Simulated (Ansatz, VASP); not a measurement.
**BN in VASP and in Ansatz**

The input INCAR:

```
PREC = Accurate
ENCUT = 600
EDIFF = 1E-6
ISMEAR = 0
SIGMA = 0.05
LREAL = False
LASPH = True
NELM = 120
ALGO = Normal
ISIF = 2
LWAVE = False
LCHARG = True
GGA = PS
LELF = True
LVHAR = True
NBANDS = 36
GGA_COMPAT = False
```

KPOINTS

```
Automatic mesh
0
Gamma
  10 10 2
```

Contents of POSCAR:

```
BN
1.0
   -2.5410113134      0.0000000000      0.0000000000
   -1.2705056567     -2.2005803487      0.0000000000
   -1.2703786061     -0.7334534302     12.6098865131
B N
6 6
Direct
    0.6458539708      0.6458539708      0.0624443320
    0.5347539708      0.5347539708      0.3957776653
    0.4236539708      0.4236539708      0.7291109987
    0.0347706375      0.0347706375      0.8957776653
    0.2569706375      0.2569706375      0.2291109987
    0.1458706375      0.1458706375      0.5624443320
    0.3541571425      0.3541571425      0.9376223347
    0.5763571425      0.5763571425      0.2709556680
    0.4652571425      0.4652571425      0.6042890013
    0.0763738092      0.0763738092      0.7709556680
    0.2985738092      0.2985738092      0.1042890013
    0.1874738092      0.1874738092      0.4376223347
```

Input for Ansatz:

```yaml
crystal:
  lattice:
    - [-2.5410113134, 0.0, 0.0]
    - [-1.2705056567, -2.2005803487, 0.0]
    - [-1.2703786061, -0.7334534302, 12.6098865131]
  atoms:
    - { symbol: B, position: [0.6458539708, 0.6458539708, 0.062444332] }
    - { symbol: B, position: [0.5347539708, 0.5347539708, 0.3957776653] }
    - { symbol: B, position: [0.4236539708, 0.4236539708, 0.7291109987] }
    - { symbol: B, position: [0.0347706375, 0.0347706375, 0.8957776653] }
    - { symbol: B, position: [0.2569706375, 0.2569706375, 0.2291109987] }
    - { symbol: B, position: [0.1458706375, 0.1458706375, 0.562444332] }
    - { symbol: "N", position: [0.3541571425, 0.3541571425, 0.9376223347] }
    - { symbol: "N", position: [0.5763571425, 0.5763571425, 0.270955668] }
    - { symbol: "N", position: [0.4652571425, 0.4652571425, 0.6042890013] }
    - { symbol: "N", position: [0.0763738092, 0.0763738092, 0.770955668] }
    - { symbol: "N", position: [0.2985738092, 0.2985738092, 0.1042890013] }
    - { symbol: "N", position: [0.1874738092, 0.1874738092, 0.4376223347] }
basis:
  ecutwfc: 420
kpoints:
  mp_grid: { grid: [10, 10, 2] }
hamiltonian:
  xc: pbesol
scf:
  occupations: { method: gaussian, width: 0.05 }
output:
  forces: true
  stress: true
  eigenvalues: true
```

Alike in both runs: task single point; functional PBEsol; k mesh 10 × 10 × 2; occupations gaussian, width 0.05 eV; no spin polarisation.

```csv
,VASP,Ansatz
version,VASP 6.6.1,Ansatz 0.2.0
potentials or method,"VASP PAW PBE potentials, release 64 (B, N), cutoff 600 eV","scalar-relativistic, plane waves, PAW"
valence electrons in the cell,48,48
```

```csv
,VASP,Ansatz,Ansatz less VASP
gap on the k mesh at the Fermi level (eV),2.08,2.08,+0.004
least direct gap on the mesh (eV),2.59,2.60,+0.007
pressure (GPa),4.3,4.0,-0.31
"traceless stress, the component that is largest in VASP (GPa)",21.06,21.18,+0.114
rms of the force components (eV/Å),0.864,0.867,+0.0035
```

VASP's potentials were made for PBE, not for PBEsol. Atom by atom the forces differ by 0.005 eV/Å (rms over components).
